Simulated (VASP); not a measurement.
## Sb2S: relaxation of cell and atoms with PBE

Sb2S:

```
Sb S
1.0
     4.89555    0.00000    0.00000
    -2.44778    4.23967    0.00000
     0.00000    0.00000    3.53065
Sb S
2 1
Direct
  0.33333 0.66667 0.50000
  0.66667 0.33333 0.50000
  0.00000 0.00000 0.00000
```

```
Program                : VASP 6.6.1
Task                   : relaxation of cell and atoms
Functional             : PBE
Potentials or basis    : VASP PAW PBE potentials, release 64 (Sb, S)
Cutoff                 : 600 eV
k mesh                 : 12 × 12 × 14
Occupations            : gaussian, width 0.1 eV
Spin                   : no spin polarisation
Dipole correction      : no
Further INCAR settings : ALGO = Normal; EDIFF = 1e-06; IBRION = 2; EDIFFG = -0.01; NSW = 100; ISIF = 3
```

```yaml
Relaxed_volume: 23.86 Å³/atom
Relaxed_cell: a = 5.220 Å, b = 5.220 Å, c = 3.034 Å, α = 90.00°, β = 90.00°, γ = 120.00°
Space_group_after_relaxing_to_0.05_Å: P6/mmm (No. 191)
Energy_gained_by_relaxing: 80.8 meV/atom
Ionic_steps: 14
Pressure_after_relaxing: 0.0 GPa
Band_gap_on_the_k_mesh: zero (band 8 reaches 9.04 eV, above the bottom of band 9 at 5.69 eV)
```

Step by step:
```tsv
step	energy change (eV)	largest force (eV/Å)	pressure (GPa)	volume (Å³)
1	0.0000	0.0000	1.85	73.28
2	-0.0945	0.0000	-2.22	76.21
3	-0.0947	0.0000	-2.02	76.03
4	-0.1328	0.0000	-0.48	73.34
5	-0.1506	0.0000	1.88	70.24
6	-0.1743	0.0000	2.06	69.81
7	-0.2169	0.0000	2.83	68.82
8	-0.2127	0.0000	3.17	68.49
9	-0.2172	0.0000	2.91	68.73
10	-0.2374	0.0000	1.02	70.49
11	-0.2379	0.0000	0.68	70.85
12	-0.2417	0.0000	0.25	71.28
13	-0.2425	0.0000	-0.06	71.62
14	-0.2425	0.0000	-0.04	71.59
```

Final structure:
```xyz
3
Lattice="5.2197 0.0000 0.0000 -2.6098 4.5204 0.0000 0.0000 0.0000 3.0340" Properties=species:S:1:pos:R:3 pbc="T T T"
Sb    0.0000    3.0136    1.5170
Sb    2.6098    1.5068    1.5170
S     0.0000    0.0000    0.0000
```

Levels at points of the mesh, in eV from the Fermi level:
| k point | band 6 | band 7 | band 8 | band 9 | band 10 | band 11 |
| --- | --- | --- | --- | --- | --- | --- |
| (0.00, 0.00, 0.00) | -3.73 | -3.73 | 0.80 | 4.10 | 4.10 | 4.77 |
| (0.50, 0.00, 0.00) | -1.38 | -0.09 | 1.05 | 2.13 | 2.15 | 4.86 |
| (0.00, 0.00, 0.50) | -2.01 | -1.61 | -1.61 | -1.55 | -1.55 | 1.62 |
| (0.50, 0.00, 0.50) | -3.42 | -2.39 | -1.84 | 0.24 | 1.61 | 4.03 |

Run time: 6.2 min on 1 thread of Intel(R) Xeon(R) 6975P-C (Granite Rapids), on a shared host, peak memory 0.33 GiB.

Caveat: spin-orbit coupling is left out, which moves the levels of the heavy elements.
